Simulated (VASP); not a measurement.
Be27S: single point with PBE

Be27S, a slab with vacuum:

```xyz
28
Lattice="6.8700 0.0000 0.0000 3.4350 5.9496 0.0000 0.0000 0.0000 14.5884" Properties=species:S:1:pos:R:3 pbc="T T T"
Be    0.0000    0.0000    1.0000
Be    2.2900    0.0000    1.0000
Be    4.5800    0.0000    1.0000
Be    1.1450    1.9832    1.0000
Be    3.4350    1.9832    1.0000
Be    5.7250    1.9832    1.0000
Be    2.2900    3.9664    1.0000
Be    4.5800    3.9664    1.0000
Be    6.8700    3.9664    1.0000
Be    0.0226    1.3324    2.8599
Be    2.2446    1.3459    2.7988
Be    4.5753    1.3267    2.8442
Be    1.1523    3.2802    2.8589
Be    3.4899    3.2973    2.8337
Be    5.7404    3.2942    2.7714
Be    2.2882    5.2871    2.7911
Be    4.6184    5.2442    2.8349
Be    6.8626    5.2958    2.8443
Be    0.0184   -0.0643    4.6123
Be    2.2811    0.0495    4.6269
Be    4.5874   -0.0045    4.6098
Be    1.0969    2.0112    4.7676
Be    3.3889    1.9653    4.6257
Be    5.6704    1.8676    4.6278
Be    2.3564    3.9829    4.6131
Be    4.6028    3.9527    4.7443
Be    6.9417    4.0718    4.6214
S     6.3852    2.9358    6.1744
```

```json
{"Program": "VASP 6.6.1", "Task": "single point", "Functional": "PBE", "Potentials or basis": "VASP PAW PBE potentials, release 64 (Be, S)", "Cutoff": "520 eV", "k mesh": "4 × 4 × 1", "Occupations": "fermi-dirac, width 0.1 eV", "Spin": "no spin polarisation"}
```

- Largest force: 0.301 eV/Å
- Band gap on the k mesh: zero (bands 30 and 31 overlap by 0.55 eV)

Forces in eV/Å, atoms in the order of the input:
```
Be   0.123  0.197 -0.027
Be  -0.029 -0.161 -0.094
Be   0.012 -0.008 -0.069
Be  -0.052  0.027  0.161
Be   0.122  0.104 -0.090
Be  -0.145 -0.260  0.003
Be  -0.110 -0.201 -0.030
Be   0.026 -0.014  0.110
Be   0.152  0.260  0.000
Be   0.016 -0.003 -0.004
Be  -0.013  0.009 -0.015
Be  -0.004 -0.015 -0.001
Be   0.010 -0.010 -0.005
Be   0.037 -0.002  0.020
Be   0.011 -0.003 -0.029
Be  -0.005  0.002  0.004
Be   0.016 -0.031  0.021
Be   0.010  0.009  0.000
Be   0.012 -0.019  0.010
Be   0.003  0.013  0.007
Be   0.017  0.002  0.005
Be  -0.069  0.037  0.041
Be  -0.012 -0.004  0.009
Be  -0.015 -0.011 -0.014
Be   0.019  0.000  0.008
Be   0.045 -0.023  0.066
Be   0.020  0.050 -0.052
S   -0.198  0.058 -0.035
```

Levels at points of the mesh, in eV from the Fermi level:
| k point | band 27 | band 28 | band 29 | band 30 | band 31 | band 32 | band 33 | band 34 |
| --- | --- | --- | --- | --- | --- | --- | --- | --- |
| (0.00, 0.00, 0.00) | -0.38 | -0.28 | -0.18 | 0.45 | 0.48 | 0.78 | 0.88 | 1.16 |
| (0.50, 0.00, 0.00) | -0.91 | -0.50 | -0.39 | -0.21 | -0.09 | 0.36 | 0.73 | 1.56 |
| (0.50, 0.50, 0.00) | -0.85 | -0.60 | -0.30 | -0.19 | -0.07 | 0.36 | 0.69 | 1.75 |
| (0.00, 0.50, 0.00) | -0.85 | -0.60 | -0.30 | -0.19 | -0.07 | 0.36 | 0.69 | 1.75 |

Run time: 6.2 min on 1 thread of Intel(R) Xeon(R) 6975P-C (Granite Rapids), on a shared host, peak memory 0.71 GiB.
